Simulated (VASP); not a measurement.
Write the native input for VASP 6.6.1 that does the following.

| Property | Result |
| --- | --- |
| Task | relaxation of shape and atoms at fixed volume |
| Functional | PBE |
| Potentials or basis | VASP PAW PBE potentials, release 64 (Mg, H) |
| Cutoff | 600 eV |
| k mesh | 20 × 20 × 20 |
| Occupations | gaussian, width 0.1 eV |
| Spin | no spin polarisation |
| Dipole correction | no |
| Further INCAR settings | ALGO = Normal; EDIFF = 1e-06; IBRION = 2; EDIFFG = -0.01; NSW = 50; ISIF = 4 |

The structure of MgH2 lies in POSCAR:

```
MgH2
1.0
   -1.6636892397      1.6663780125      2.3547069536
    1.6636892397     -1.6663780125      2.3547069536
    1.6636892397      1.6663780125     -2.3547069536
Mg H
1 2
Direct
    0.5000000000      0.5000000000      0.0000000000
    0.2499155372      0.7499155372      0.5000000000
    0.7500844628      0.2500844628      0.5000000000
```

The input as run:

INCAR

```
ALGO = Normal ; EDIFF = 1E-6
EDIFFG = -0.01 ; ENCUT = 600
GGA = PE ; IBRION = 2
ISIF = 4 ; ISMEAR = 0
LASPH = T ; LCHARG = F
LREAL = F ; LWAVE = F
NELM = 60 ; NSW = 50
PREC = Accurate ; SIGMA = 0.1
```

KPOINTS

```
k-points
0
Gamma
  20 20 20
```

Potentials or basis: VASP PAW PBE potentials, release 64 (Mg, H).

Launch:

```bash
$ cat potpaw_PBE.64/Mg/POTCAR potpaw_PBE.64/H/POTCAR > POTCAR
$ mpirun -np 1 vasp_std > vasp.out
```

It gave:

- Pressure after relaxing: 1.6 GPa
- Band gap on the k mesh: zero (bands 2 and 3 overlap by 1.35 eV)

It took 5.3 min on 1 thread of Intel Xeon 8259CL, with other jobs on the host, peak memory 0.43 GiB.
